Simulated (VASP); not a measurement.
# InAs (F-43m) in VASP: further runs, part 2 of 2

VASP 6.6.1. The steps go on from the part before.

## (4) Relaxation of cell and atoms, LDA, target pressure 10 GPa, at which the enthalpy is minimised

INCAR reads:

```
SYSTEM = InAs
  PREC = Accurate
  ENCUT = 600
  EDIFF = 1E-7
  ISMEAR = -1
  SIGMA = 0.08
  LREAL = .False.
  LASPH = .True.
  NELM = 100
  ALGO = Normal
  ISIF = 3
  LWAVE = .False.
  LCHARG = .False.
  GGA = CA
  IBRION = 2
  NSW = 100
  EDIFFG = -0.002
  PSTRESS = 100.0
```

KPOINTS reads:

```
regular mesh
0
Gamma
  14 14 14
  0 0 0
```

POSCAR reads:

```
InAs
1.0
    0.0000000000      3.0129702486      3.0129702486
    3.0129702486      0.0000000000      3.0129702486
    3.0129702486      3.0129702486      0.0000000000
In As
1 1
Direct
    0.0000000000      0.0000000000      0.0000000000
    0.7500000000      0.7500000000      0.7500000000
```

Potentials or basis: VASP PAW LDA potentials, release 64 (In_d, As).

On the command line:

```sh
$ cat potpaw_LDA.64/In_d/POTCAR potpaw_LDA.64/As/POTCAR > POTCAR
$ mpirun -np 1 vasp_std > vasp.out
```

OUTCAR:

```text
SYSTEM = InAs
   PREC = Accurate
   ENCUT = 600
   EDIFF = 1E-7
   ISMEAR = -1
   LREAL = .False.
   LASPH = .True.
   NELM = 100
   ISIF = 3
   GGA = CA
   IBRION = 2
   NSW = 100
   EDIFFG = -0.002
   PSTRESS = 100.0

 ion  position               nearest neighbor table
   1  0.000  0.000  0.000-   2 2.61   2 2.61   2 2.61   2 2.61
   2  0.750  0.750  0.750-   1 2.61   1 2.61   1 2.61   1 2.61

  LATTYP: Found a face centered cubic cell.
 ALAT       =     6.0259404972

  Lattice vectors:

 A1 = (   0.0000000000,   3.0129702486,   3.0129702486)
 A2 = (   3.0129702486,   0.0000000000,   3.0129702486)
 A3 = (   3.0129702486,   3.0129702486,   0.0000000000)

Analysis of symmetry for initial positions (statically):
=====================================================================
 Subroutine PRICEL returns:
 Original cell was already a primitive cell.

 Routine SETGRP: Setting up the symmetry group for a
 face centered cubic supercell.

 Subroutine GETGRP returns: Found 24 space group operations
 (whereof 24 operations were pure point group operations)
 out of a pool of 48 trial point group operations.

The static configuration has the point symmetry T_d .

Analysis of symmetry for dynamics (positions and initial velocities):
=====================================================================
 Subroutine PRICEL returns:
 Original cell was already a primitive cell.

 Routine SETGRP: Setting up the symmetry group for a
 face centered cubic supercell.

 Subroutine GETGRP returns: Found 24 space group operations
 (whereof 24 operations were pure point group operations)
 out of a pool of 48 trial point group operations.

The dynamic configuration has the point symmetry T_d .

 Subroutine INISYM returns: Found 24 space group operations
 (whereof 24 operations are pure point group operations),
 and found     1 'primitive' translations

----------------------------------------------------------------------------------------

                                     Primitive cell

  volume of cell :      54.7034

  direct lattice vectors                    reciprocal lattice vectors
     0.000000000  3.012970249  3.012970249    -0.165949199  0.165949199  0.165949199
[... 121 lines left out ...]
 maximum number of plane-waves:      1850
 NGX is ok and might be reduce to    36
   NGX = 17   NGY = 17   NGZ = 17

--------------------------------------- Ionic step        1  -------------------------------------------

 number of electron      18.0000003 magnetization

 Free energy of the ion-electron system (eV)
  ---------------------------------------------------
  ext. energy  EPLUGINS =         0.00000000
  ---------------------------------------------------
  free energy    TOTEN  =        -9.03024534 eV

  energy without entropy =       -9.02990755  energy(sigma->0) =       -9.03007645

------------------------ aborting loop because EDIFF is reached ----------------------------------------

  FORCE on cell =-STRESS in cart. coord.  units (eV):
  Direction    XX          YY          ZZ          XY          YZ          ZX
  --------------------------------------------------------------------------------------
  -------------------------------------------------------------------------------------
  Total        0.0610490      0.0610490      0.0610490     -0.0000000      0.0000000     -0.0000000
  in kB        1.7880280      1.7880280      1.7880280     -0.0000000      0.0000000     -0.0000000
  external PRESSURE =     -98.2119720 kB  Pullay stress =     100.0000000 kB
[... 25 lines left out ...]
--------------------------------------- Ionic step        2  -------------------------------------------

 number of electron      18.0000003 magnetization

 E-fermi :   7.9781     XC(G=0): -10.5906

 val. band max:        7.5265609921   @ k =   0.0000   0.0000   0.0000
 cond. band min:       8.4108928626   @ k =   0.5000   0.5000   0.0000
 fundamental gap:      0.8843318705
 Fermi energy:         7.9781321785

 k-point     1 :       0.0000    0.0000    0.0000
  band No.  band energies     occupation
      1      -7.7215      2.00000
      2      -7.7215      2.00000
      3      -7.7215      2.00000
      4      -7.4354      2.00000
      5      -7.4354      2.00000
      6      -6.4822      2.00000
      7       7.5266      1.99295
      8       7.5266      1.99295
      9       7.5266      1.99295
     10       8.4520      0.00534
     11      11.3577      0.00000
     12      11.3577      0.00000
     13      11.3577      0.00000
[... 557 lines left out ...]
--------------------------------------- Ionic step        7  -------------------------------------------

 number of electron      18.0000002 magnetization

 Free energy of the ion-electron system (eV)
  ---------------------------------------------------
  ext. energy  EPLUGINS =         0.00000000
  ---------------------------------------------------
  free energy    TOTEN  =        -8.85268026 eV

  energy without entropy =       -8.85248168  energy(sigma->0) =       -8.85258097

 E-fermi :   6.0725     XC(G=0):  -9.9868

 val. band max:        5.8015306777   @ k =   0.0000   0.0000   0.0000
 cond. band min:       6.0804405016   @ k =   0.0000   0.0000   0.0000
 fundamental gap:      0.2789098239
 Fermi energy:         6.0724676622

 k-point     1 :       0.0000    0.0000    0.0000
  band No.  band energies     occupation
      1      -8.9096      2.00000
      2      -8.9096      2.00000
      3      -8.9096      2.00000
      4      -8.7151      2.00000
      5      -8.7151      2.00000
      6      -7.0571      2.00000
      7       5.8015      1.93457
      8       5.8015      1.93457
      9       5.8015      1.93457
     10       6.0804      0.95021
     11       9.6581      0.00000
     12       9.6581      0.00000
     13       9.6581      0.00000
[... 401 lines left out ...]
  energy  without entropy=       -8.8524816786  energy(sigma->0) =       -8.85258097

  enthalpy is  TOTEN    =        -5.8275665346 eV   P V=        3.0251137266

 reached required accuracy - stopping structural energy minimisation
```

It took 14 min on 1 thread of Intel Xeon 8259CL, shared host; peak memory 0.27 GiB.

What came out:

| Item | Value |
| --- | --- |
| Free energy | -8.8527 eV |
| Relaxed volume | 24.23 Å³/atom |
| Relaxed cell | a = 4.093 Å, b = 4.093 Å, c = 4.093 Å, α = 60.00°, β = 60.00°, γ = 60.00° |
| Space group after relaxing (to 0.1 Å) | F-43m (No. 216) |
| Energy change on relaxing (the run minimises the enthalpy) | +88.8 meV/atom |
| Ionic steps | 7 |
| Pressure after relaxing | 10.0 GPa |
| Band gap on the k mesh | 0.28 eV |

Step by step:
```
step  energy change (eV)  largest force (eV/Å)  pressure (GPa)  volume (Å³)
   1              0.0000                0.0000            0.18        54.70
   2              0.8526                0.0000           28.02        42.47
   3              0.1677                0.0000            9.65        48.63
   4              0.1762                0.0000            9.95        48.49
   5              0.1837                0.0000           10.20        48.37
   6              0.1716                0.0000            9.81        48.56
   7              0.1776                0.0000            9.99        48.47
```

Final structure:
```
CELL_PARAMETERS angstrom
0.00000 2.89384 2.89384
2.89384 0.00000 2.89384
2.89384 2.89384 0.00000
ATOMIC_POSITIONS crystal
In 0.00000 0.00000 0.00000
As 0.75000 0.75000 0.75000
```

Caveat: the cell is relaxed towards a set pressure, so the run minimises the enthalpy, not the energy; semilocal functionals underestimate gaps, and a narrow one can read as zero; spin-orbit coupling is left out, which moves the levels of the heavy elements.

## (5) Relaxation of cell and atoms, LDA, target pressure 15 GPa, at which the enthalpy is minimised

INCAR reads:

```
PREC = Accurate
ENCUT = 600
EDIFF = 1E-6
ISMEAR = -1
SIGMA = 0.08
LREAL = False
LASPH = True
NELM = 60
ALGO = Normal
ISIF = 3
LWAVE = False
LCHARG = False
GGA = CA
IBRION = 2
NSW = 100
EDIFFG = -0.002
PSTRESS = 150.0
```

KPOINTS reads:

```
Automatic mesh
0
Gamma
  14 14 14
```

POSCAR is that of step 4.

On the command line:

```sh
$ cat potpaw_LDA.64/In_d/POTCAR potpaw_LDA.64/As/POTCAR > POTCAR
$ mpirun -np 1 vasp_std > vasp.out
```

Run time: 10 min. Hardware: 1 thread of Intel Xeon 8259CL, shared host; peak memory 0.26 GiB.

The run converged. Its results:

| Property | Result |
| --- | --- |
| Free energy | -8.6914 eV |
| Relaxed volume | 23.19 Å³/atom |
| Relaxed cell | a = 4.033 Å, b = 4.033 Å, c = 4.033 Å, α = 60.00°, β = 60.00°, γ = 60.00° |
| Space group after relaxing (to 0.1 Å) | F-43m (No. 216) |
| Energy change on relaxing (the run minimises the enthalpy) | +169.4 meV/atom |
| Ionic steps | 7 |
| Pressure after relaxing | 15.0 GPa |
| Band gap on the k mesh | 0.50 eV |

Step by step:
```
step  energy change (eV)  largest force (eV/Å)  pressure (GPa)  volume (Å³)
   1              0.0000                0.0000            0.17        54.70
   2              2.2813                0.0000           59.01        37.01
   3              0.2986                0.0000           13.78        46.83
   4              0.3307                0.0000           14.74        46.47
   5              0.3453                0.0000           15.19        46.32
   6              0.3299                0.0000           14.73        46.48
   7              0.3389                0.0000           15.00        46.38
```

Final structure:
```cif
data_structure
_symmetry_space_group_name_H-M 'P 1'
_symmetry_Int_Tables_number 1
_cell_length_a 4.0330
_cell_length_b 4.0330
_cell_length_c 4.0330
_cell_angle_alpha 60.000
_cell_angle_beta 60.000
_cell_angle_gamma 60.000
_cell_volume 46.38
loop_
_atom_site_label
_atom_site_type_symbol
_atom_site_fract_x
_atom_site_fract_y
_atom_site_fract_z
_atom_site_occupancy
In1 In 0.00000 0.00000 0.00000 1
As1 As 0.75000 0.75000 0.75000 1
```

Levels at points of the mesh, in eV from the valence-band top:
```
           k point  band 7  band 8  band 9  band 10  band 11  band 12
(0.00, 0.00, 0.00)    0.00    0.00    0.00     0.50     3.86     3.86
(0.50, 0.00, 0.00)   -6.87   -1.30   -1.30     1.20     4.66     4.66
(0.50, 0.50, 0.00)   -6.77   -3.02   -3.02     1.09     1.90    10.22
```

Caveat: the cell is relaxed towards a set pressure, so the run minimises the enthalpy, not the energy; the volume moved by over 15 % at a fixed basis, so the end points are rough; semilocal functionals underestimate gaps, and a narrow one can read as zero; spin-orbit coupling is left out, which moves the levels of the heavy elements. LDA usually gives volumes a few per cent too small.

## (6) Summary

```tsv
cell	gap on the mesh (eV)	pressure (GPa)
relaxed to 4 GPa	none	4.0
relaxed to 7 GPa	0.12	7.0
relaxed to 10 GPa	0.28	10.0
relaxed to 15 GPa	0.50	15.0
```

Alike in all rows: task relaxation of cell and atoms; level LDA; potentials or basis VASP PAW LDA potentials, release 64 (In_d, As); no spin polarisation; k mesh 14 × 14 × 14; cutoff (eV) 600; smearing fermi-dirac 0.08 eV.

Caveats: the cell is relaxed towards a set pressure, so the run minimises the enthalpy, not the energy; semilocal functionals underestimate gaps, and a narrow one can read as zero; spin-orbit coupling is left out, which moves the levels of the heavy elements; the smearing spreads over this small gap (at least some runs); the volume moved by over 15 % at a fixed basis, so the end points are rough (at least some runs).

Absolute energies hang on the potentials; compare differences alone.

The gap in the log of VASP goes by the Fermi energy; the results here count the filled bands.